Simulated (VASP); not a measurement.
# BN (P3m1) in VASP: further runs

BN is run at these levels: r2SCAN; tasks: single point.

All numbers are computed with VASP 6.6.1; they aren't measurements. Logs are shortened: lines on timing, memory, paths and dates and some standing lists are left out, and cuts for length are marked.

### Step 1. The cell of the first run

It takes space group P3m1 (No. 156, trigonal). Conventional cell: a = 2.552 Å, b = 2.552 Å, c = 13.004 Å, α = 90.00°, β = 90.00°, γ = 120.00°. B (site symmetry 3m) has 4 N at 1.56 Å within 2.1 Å. Within 2.1 Å of B (site symmetry 3m) lie 4 N at 1.56 Å. Within 2.1 Å of B (site symmetry 3m) lie 4 N at 1.56 Å. Within 2.1 Å of B (site symmetry 3m) lie 4 N at 1.56 Å. B (site symmetry 3m) has 4 N at 1.56 Å within 2.1 Å. B (site symmetry 3m) has 4 N at 1.56 to 2.06 Å within 2.1 Å. Within 2.1 Å of N (site symmetry 3m) lie 4 B at 1.56 Å. N (site symmetry 3m) has 4 B at 1.56 Å within 2.1 Å.

### Step 2. Single point, r2SCAN (the distance across one plane changed)

Input file POSCAR:

```
BN
1.0
    1.8048137541     -1.8048137541      0.0000000000
    1.8048137541      0.0000000000     -1.8048137541
    7.5079301510      7.5079301510      7.5079301510
B N
6 6
Direct
    1.0000000000      0.0000000000      0.3805817420
    0.3333333333      0.3333333333      0.2203233025
    0.6666666667      0.6666666667      0.5408401814
    1.0000000000      1.0000000000      0.8613570603
    0.3333333333      0.3333333333      0.7010986208
    0.6666666667      0.6666666667      0.0600648631
    0.6666666667      0.6666666667      0.4206463518
    0.0000000000      0.0000000000      0.2603879124
    0.3333333333      0.3333333333      0.5809047913
    0.6666666667      0.6666666667      0.9014216701
    0.0000000000      0.0000000000      0.7411632307
    0.3333333333      0.3333333333      0.1001294730
```

Input file INCAR.step1:

```
ALGO = Normal ; EDIFF = 1E-4
ENCUT = 520 ; GGA = PE
ISMEAR = 0 ; LASPH = T
LCHARG = F ; LREAL = F
LWAVE = T ; NBANDS = 36
NELM = 60 ; PREC = Accurate
SIGMA = 0.05
```

Input file INCAR.step2:

```
ALGO = Normal ; EDIFF = 1E-6
ENCUT = 520 ; ISIF = 2
ISMEAR = 0 ; ISTART = 1
LASPH = T ; LCHARG = T
LELF = T ; LMIXTAU = T
LREAL = F ; LVHAR = T
LWAVE = F ; METAGGA = R2SCAN
NBANDS = 36 ; NELM = 60
PREC = Accurate ; SIGMA = 0.05
```

Input file KPOINTS:

```
k-points
0
Gamma
  10 10 2
```

Potentials or basis: VASP PAW PBE potentials, release 64 (B, N).

Started as:

```bash
> cat potpaw_PBE.64/B/POTCAR potpaw_PBE.64/N/POTCAR > POTCAR
> cp INCAR.step1 INCAR
> mpirun -np 1 vasp_std > vasp.out
> cp INCAR.step2 INCAR
> mpirun -np 1 vasp_std > vasp.out
```

OUTCAR:

```text
EDIFF = 1E-6
   ENCUT = 520
   ISIF = 2
   ISMEAR = 0
   ISTART = 1
   LASPH = T
   LREAL = F
   METAGGA = R2SCAN
   NELM = 60
   PREC = Accurate

 ion  position               nearest neighbor table
   1  0.000  0.000  0.381-   7 1.56   7 1.56   7 1.56   8 1.56
   2  0.333  0.333  0.220-  12 1.56   8 1.56   8 1.56   8 1.56
   3  0.667  0.667  0.541-   9 1.56   9 1.56   7 1.56   9 1.56
   4  0.000  0.000  0.861-  10 1.56  10 1.56  10 1.56  11 1.56
   5  0.333  0.333  0.701-   9 1.56  11 1.56  11 1.56  11 1.56
   6  0.667  0.667  0.060-  12 1.56  12 1.56  12 1.56
   7  0.667  0.667  0.421-   1 1.56   1 1.56   1 1.56   3 1.56
   8  0.000  0.000  0.260-   2 1.56   2 1.56   2 1.56   1 1.56
   9  0.333  0.333  0.581-   5 1.56   3 1.56   3 1.56   3 1.56
  10  0.667  0.667  0.901-   4 1.56   4 1.56   4 1.56
  11  0.000  0.000  0.741-   5 1.56   5 1.56   5 1.56   4 1.56
  12  0.333  0.333  0.100-   2 1.56   6 1.56   6 1.56   6 1.56

  LATTYP: Found a hexagonal cell.
 ALAT       =     2.5523920886
 C/A-ratio  =     5.0948741533

  Lattice vectors:

 A1 = (  -1.8048137541,   0.0000000000,   1.8048137541)
 A2 = (   1.8048137541,  -1.8048137541,  -0.0000000000)
 A3 = (   7.5079301510,   7.5079301510,   7.5079301510)

Analysis of symmetry for initial positions (statically):
=====================================================================
 Subroutine PRICEL returns:
 Original cell was already a primitive cell.

 Routine SETGRP: Setting up the symmetry group for a
 hexagonal supercell.

 Subroutine GETGRP returns: Found  6 space group operations
 (whereof  6 operations were pure point group operations)
 out of a pool of 24 trial point group operations.

The static configuration has the point symmetry C_3v.

Analysis of symmetry for dynamics (positions and initial velocities):
=====================================================================
 Subroutine PRICEL returns:
 Original cell was already a primitive cell.

 Routine SETGRP: Setting up the symmetry group for a
 hexagonal supercell.

 Subroutine GETGRP returns: Found  6 space group operations
 (whereof  6 operations were pure point group operations)
 out of a pool of 24 trial point group operations.

The dynamic configuration has the point symmetry C_3v.

 Subroutine INISYM returns: Found  6 space group operations
 (whereof  6 operations are pure point group operations),
 and found     1 'primitive' translations

----------------------------------------------------------------------------------------

                                     Primitive cell

  volume of cell :      73.3679

  direct lattice vectors                    reciprocal lattice vectors
     1.804813754 -1.804813754  0.000000000     0.184691264 -0.369382528  0.184691264
     1.804813754  0.000000000 -1.804813754     0.184691264  0.184691264 -0.369382528
     7.507930151  7.507930151  7.507930151     0.044397501  0.044397501  0.044397501

  length of vectors
     2.552392089  2.552392089 13.004116481     0.452399356  0.452399356  0.076898727

  position of ions in fractional coordinates (direct lattice)
     0.000000000  0.000000000  0.380581742
     0.333333333  0.333333333  0.220323302
     0.666666667  0.666666667  0.540840181
     0.000000000  0.000000000  0.861357060
     0.333333333  0.333333333  0.701098621
     0.666666667  0.666666667  0.060064863
     0.666666667  0.666666667  0.420646352
     0.000000000  0.000000000  0.260387912
     0.333333333  0.333333333  0.580904791
     0.666666667  0.666666667  0.901421670
     0.000000000  0.000000000  0.741163231
     0.333333333  0.333333333  0.100129473

  ion indices of the primitive-cell ions
   primitive index   ion index
                 1           1
                 2           2
                 3           3
                 4           4
                 5           5
                 6           6
                 7           7
                 8           8
                 9           9
                10          10
                11          11
                12          12

----------------------------------------------------------------------------------------

 KPOINTS: k-points

Automatic generation of k-mesh.
 Grid dimensions read from file:
 generate k-points for:   10   10    2

 Generating k-lattice:

  Cartesian coordinates                     Fractional coordinates (reciprocal lattice)
     0.018469126 -0.036938253  0.018469126     0.100000000  0.000000000  0.000000000
     0.018469126  0.018469126 -0.036938253     0.000000000  0.100000000  0.000000000
     0.022198750  0.022198750  0.022198750     0.000000000  0.000000000  0.500000000

  Length of vectors
     0.045239936  0.045239936  0.038449363

  Shift w.r.t. Gamma in fractional coordinates (k-lattice)
     0.000000000  0.000000000  0.000000000

 Subroutine IBZKPT returns following result:
 ===========================================

 Found     28 irreducible k-points:

 Following reciprocal coordinates:
            Coordinates               Weight
  0.000000  0.000000  0.000000      1.000000
  0.100000  0.000000  0.000000      6.000000
  0.200000  0.000000  0.000000      6.000000
  0.300000  0.000000  0.000000      6.000000
  0.400000  0.000000  0.000000      6.000000
  0.500000  0.000000  0.000000      3.000000
[... 16 lines left out ...]
  0.400000  0.100000  0.500000     12.000000
  0.500000  0.100000  0.500000     12.000000
 [... further k-points ...]
   k-points           NKPTS =     28   k-points in BZ     NKDIM =     28   number of bands    NBANDS=     36
   number of dos      NEDOS =    301   number of ions     NIONS =     12
   total plane-waves  NPLWV =  39200
   dimension x,y,z NGX =    20 NGY =   20 NGZ =   98
   dimension x,y,z NGXF=    40 NGYF=   40 NGZF=  196
   ions per type =               6   6
   NGX,Y,Z   is equivalent  to a cutoff of  13.03, 13.03, 12.53 a.u.
   NGXF,Y,Z  is equivalent  to a cutoff of  26.05, 26.05, 25.06 a.u.
 SYSTEM =  unknown system
   PREC   = accura    normal or accurate (medium, high low for compatibility)
   ISTART =      1    job   : 0-new  1-cont  2-samecut
   ICHARG =      0    charge: 1-file 2-atom 10-const
   ISPIN  =      1    spin polarized calculation?
   LNONCOLLINEAR =      F non collinear calculations
   LSORBIT =      F    spin-orbit coupling
   LASPH  =      T    aspherical Exc in radial PAW
   ENCUT  =  520.0 eV  38.22 Ry    6.18 a.u.   4.75  4.75 24.18*2*pi/ulx,y,z
   NELM   =     60;   NELMIN=  2; NELMDL=  0     # of ELM steps
   EDIFF  = 0.1E-05   stopping-criterion for ELM
   LREAL  =      F    real-space projection
   EDIFFG = 0.1E-04   stopping-criterion for IOM
   NSW    =      0    number of steps for IOM
   IBRION =     -1    ionic relax: 0-MD 1-quasi-New 2-CG
   NFREE  =      0    steps in history (QN), initial steepest desc. (CG)
   ISIF   =      2    stress and relaxation
   ISYM   =      2    0-nonsym 1-usesym 2-fastsym
   POTIM  = 0.5000    time-step for ionic-motion
   TEBEG  =    0.0;   TEEND  =   0.0 temperature during run
   PSTRESS=    0.0 pullay stress
   NELECT =      48.0000    total number of electrons
   NUPDOWN=      -1.0000    fix difference up-down
   EMIN   =  10.00;   EMAX   =-10.00  energy-range for DOS
   EFERMI =   0.00;   METHOD = LEGACY
   ISMEAR =     0;   SIGMA  =   0.05  broadening in eV -4-tet -1-fermi 0-gaus
   EFERMI_NEDOS =   21; number of points for ismear=-14 and -15
   IALGO  =     38    algorithm
   IMIX   =      4    mixing-type and parameters
     AMIX     =   0.40;   BMIX     =  1.00
     AMIX_MAG =   1.60;   BMIX_MAG =  1.00
  volume/ion in A,a.u.               =       6.11        41.26
  Fermi-wavevector in a.u.,A,eV,Ry     =   1.421193  2.685666 27.480917  2.019790
  Thomas-Fermi vector in A             =   2.542029
   LORBIT       =      0    0 simple, 1 ext, 2 COOP (PROOUT), +10 PAW based schemes
   METAGGA = R2SCAN    functional components
   LHFCALC =     F    Hartree Fock is set to
   AEXX    =    0.0000 exact exchange contribution
   IVDW    =     0    specifies the selected vdW correction
   LEPSILON=     F    determine dielectric tensor
   LRPA    =     F    only Hartree local field effects (RPA)
 non-spin polarized calculation
 Gauss-broadening in eV      SIGMA  =   0.05
  energy-cutoff  :      520.00
  volume of cell :       73.37
 maximum number of plane-waves:      2016
   NGX =  9   NGY =  9   NGZ = 49

 number of electron      48.0000000 magnetization

 Free energy of the ion-electron system (eV)
  ---------------------------------------------------
  ext. energy  EPLUGINS =         0.00000000
  ---------------------------------------------------
  free energy    TOTEN  =      -113.75209862 eV

  energy without entropy =     -113.75209862  energy(sigma->0) =     -113.75209862

 E-fermi :   7.8710     XC(G=0): -13.4383

 val. band max:        7.6576954171   @ k =   0.0000   0.0000   0.0000
 cond. band min:      11.1266453137   @ k =   0.5000   0.0000   0.0000
 fundamental gap:      3.4689498967
 Fermi energy:         7.8710327478

 k-point     1 :       0.0000    0.0000    0.0000
  band No.  band energies     occupation
      1     -14.9191      2.00000
      2     -14.0082      2.00000
      3     -13.2760      2.00000
      4     -12.1784      2.00000
      5     -11.3281      2.00000
      6      -9.7047      2.00000
[... 28 lines left out ...]
     35      17.3240      0.00000
     36      17.8198      0.00000

 k-point     2 :       0.1000    0.0000    0.0000
  band No.  band energies     occupation
      1     -14.6971      2.00000
      2     -13.7900      2.00000
      3     -13.0614      2.00000
      4     -11.9786      2.00000
      5     -11.1333      2.00000
      6      -9.5250      2.00000
[... 28 lines left out ...]
     35      17.9728      0.00000
     36      17.9906      0.00000
[... 817 lines left out ...]
     35      19.1373      0.00000
     36      19.4629      0.00000

 k-point    24 :       0.5000    0.1000    0.5000
  band No.  band energies     occupation
      1     -11.0386      2.00000
      2     -10.4013      2.00000
      3      -9.9161      2.00000
      4      -9.4110      2.00000
      5      -8.7762      2.00000
      6      -7.4033      2.00000
[... 28 lines left out ...]
     35      19.0683      0.00000
     36      19.4617      0.00000

 [... further k-points ...]
[... 5 lines left out ...]
  --------------------------------------------------------------------------------------
  -------------------------------------------------------------------------------------
  Total       -2.6271967     -2.6271967     -2.6271967     -2.2678005     -2.2678005     -2.2678005
  in kB      -57.3715941    -57.3715941    -57.3715941    -49.5232543    -49.5232543    -49.5232543
  external PRESSURE =     -57.3715941 kB  Pullay stress =       0.0000000 kB

 VOLUME and BASIS-vectors are now :
 -----------------------------------------------------------------------------
  energy-cutoff  :      520.00
  volume of cell :       73.37
      direct lattice vectors                 reciprocal lattice vectors
     1.804813754 -1.804813754  0.000000000     0.184691264 -0.369382528  0.184691264
     1.804813754  0.000000000 -1.804813754     0.184691264  0.184691264 -0.369382528
     7.507930151  7.507930151  7.507930151     0.044397501  0.044397501  0.044397501

 POSITION                                       TOTAL-FORCE (eV/Angst)
 -----------------------------------------------------------------------------------
      2.85738      2.85738      2.85738         0.266399      0.266399      0.266399
      2.85738      1.05257      1.05257         0.320060      0.320060      0.320060
      6.46701      2.85738      2.85738         0.263153      0.263153      0.263153
      6.46701      6.46701      6.46701         1.170623      1.170623      1.170623
      6.46701      4.66219      4.66219         0.275908      0.275908      0.275908
      2.85738     -0.75225     -0.75225        -1.059945     -1.059945     -1.059945
      5.56460      1.95497      1.95497        -0.263896     -0.263896     -0.263896
      1.95497      1.95497      1.95497        -0.275693     -0.275693     -0.275693
      5.56460      3.75979      3.75979        -0.265089     -0.265089     -0.265089
      9.17423      5.56460      5.56460         1.044909      1.044909      1.044909
      5.56460      5.56460      5.56460        -0.321127     -0.321127     -0.321127
      1.95497      0.15016      0.15016        -1.155304     -1.155304     -1.155304
 -----------------------------------------------------------------------------------
    total drift:                                0.000588      0.000588      0.000588

  FREE ENERGIE OF THE ION-ELECTRON SYSTEM (eV)
  ---------------------------------------------------
  free  energy   TOTEN  =      -113.7520986174 eV

  energy  without entropy=     -113.7520986174  energy(sigma->0) =     -113.75209862
```

It took 9.5 min on 1 thread of AMD EPYC 7R13, shared host; peak memory 0.19 GiB.

What came out:

```
Free energy            : -113.7521 eV
Pressure               : -5.7 GPa
Largest force          : 2.028 eV/Å
Band gap on the k mesh : 3.47 eV (least direct gap 5.45 eV)
```

Forces on the atoms (eV/Å):
```
B    0.266  0.266  0.266
B    0.320  0.320  0.320
B    0.263  0.263  0.263
B    1.171  1.171  1.171
B    0.276  0.276  0.276
B   -1.060 -1.060 -1.060
N   -0.264 -0.264 -0.264
N   -0.276 -0.276 -0.276
N   -0.265 -0.265 -0.265
N    1.045  1.045  1.045
N   -0.321 -0.321 -0.321
N   -1.155 -1.155 -1.155
```

Stress tensor (GPa, compression positive):
```
-5.74 -4.95 -4.95
-4.95 -5.74 -4.95
-4.95 -4.95 -5.74
```

Levels at points of the mesh, in eV from the valence-band top:
| k point | band 21 | band 22 | band 23 | band 24 | band 25 | band 26 | band 27 | band 28 |
| --- | --- | --- | --- | --- | --- | --- | --- | --- |
| (0.00, 0.00, 0.00) | -1.07 | -0.68 | 0.00 | 0.00 | 5.45 | 8.33 | 8.33 | 8.72 |
| (0.50, 0.00, 0.00) | -3.95 | -3.48 | -2.35 | -2.09 | 3.47 | 5.25 | 6.05 | 7.05 |
| (0.00, 0.00, 0.50) | -1.06 | -1.06 | 0.00 | 0.00 | 5.55 | 8.35 | 8.35 | 8.71 |
| (0.50, 0.00, 0.50) | -3.60 | -3.42 | -2.36 | -2.21 | 3.64 | 4.82 | 6.43 | 7.24 |

Caveat: the cell differs from its parent crystal (the distance across one plane changed); the cell stands under tension; the PAW data sets were made with another functional, which shifts forces and pressure a little. A k mesh can miss the band edges.

### Step 3. Single point, r2SCAN (the distance across one plane changed)

Input file POSCAR:

```
BN
1.0
    1.8048137541     -1.8048137541      0.0000000000
    1.8048137541      0.0000000000     -1.8048137541
    7.6522677183      7.6522677183      7.6522677183
B N
6 6
Direct
    1.0000000000      0.0000000000      0.3734031846
    0.3333333333      0.3333333333      0.2161675502
    0.6666666667      0.6666666667      0.5306388190
    1.0000000000      1.0000000000      0.8451100879
    0.3333333333      0.3333333333      0.6878744534
    0.6666666667      0.6666666667      0.0589319158
    0.6666666667      0.6666666667      0.4127120932
    0.0000000000      0.0000000000      0.2554764588
    0.3333333333      0.3333333333      0.5699477276
    0.6666666667      0.6666666667      0.8844189965
    0.0000000000      0.0000000000      0.7271833620
    0.3333333333      0.3333333333      0.0982408244
```

Input file INCAR.step1:

```
SYSTEM = BN
PREC = Accurate
ENCUT = 520
ISMEAR = 0
SIGMA = 0.05
LREAL = .FALSE.
LASPH = .TRUE.
NELM = 80
NBANDS = 36
GGA = PE
ALGO = Normal
EDIFF = 1E-4
LWAVE = .TRUE.
LCHARG = .FALSE.
```

Input file INCAR.step2:

```
SYSTEM = BN
PREC = Accurate
ENCUT = 520
EDIFF = 1E-6
ISMEAR = 0
SIGMA = 0.05
LREAL = .FALSE.
LASPH = .TRUE.
NELM = 80
ALGO = Normal
ISIF = 2
LWAVE = .FALSE.
LCHARG = .FALSE.
METAGGA = R2SCAN
LMIXTAU = .TRUE.
NBANDS = 36
ISTART = 1
```

Input file KPOINTS:

```
Automatic mesh
0
G
  10 10 2
  0 0 0
```

Potentials or basis: VASP PAW PBE potentials, release 64 (B, N).

Started as:

```bash
> cat potpaw_PBE.64/B/POTCAR potpaw_PBE.64/N/POTCAR > POTCAR
> cp INCAR.step1 INCAR
> mpirun -np 1 vasp_std > vasp.out
> cp INCAR.step2 INCAR
> mpirun -np 1 vasp_std > vasp.out
```

Run time: 8.5 min. Hardware: 1 thread of AMD EPYC 7R13, shared host; peak memory 0.19 GiB.

It converged, with:

```yaml
Free_energy: -112.9022 eV
Pressure: -6.1 GPa
Largest_force: 2.731 eV/Å
Band_gap_on_the_k_mesh: 2.37 eV (least direct gap 3.58 eV)
```

Forces on the atoms (eV/Å):
```
B    0.351  0.351  0.351
B    0.430  0.430  0.430
B    0.346  0.346  0.346
B    1.577  1.577  1.577
B    0.373  0.373  0.373
B   -0.718 -0.718 -0.718
N   -0.347 -0.347 -0.347
N   -0.364 -0.364 -0.364
N   -0.349 -0.349 -0.349
N    0.568  0.568  0.568
N   -0.449 -0.449 -0.449
N   -1.418 -1.418 -1.418
```

Stress tensor (GPa, compression positive):
```
-6.10 -4.93 -4.93
-4.93 -6.10 -4.93
-4.93 -4.93 -6.10
```

Levels at points of the mesh, in eV from the valence-band top:
| k point | band 20 | band 21 | band 22 | band 23 | band 24 | band 25 | band 26 | band 27 | band 28 | band 29 |
| --- | --- | --- | --- | --- | --- | --- | --- | --- | --- | --- |
| (0.00, 0.00, 0.00) | -1.40 | -1.40 | -1.04 | 0.00 | 0.00 | 3.58 | 7.61 | 7.61 | 7.97 | 8.12 |
| (0.50, 0.00, 0.00) | -4.71 | -4.17 | -3.83 | -2.42 | -1.89 | 2.37 | 4.31 | 5.38 | 6.27 | 7.69 |
| (0.00, 0.00, 0.50) | -1.52 | -1.40 | -1.40 | 0.00 | 0.00 | 3.69 | 7.62 | 7.62 | 7.98 | 8.13 |
| (0.50, 0.00, 0.50) | -4.73 | -4.02 | -3.82 | -2.43 | -1.95 | 2.46 | 4.12 | 5.45 | 6.55 | 7.20 |

Caveat: the cell differs from its parent crystal (the distance across one plane changed); the cell stands under tension; the PAW data sets were made with another functional, which shifts forces and pressure a little.

(Continued in part 2 of 2.)
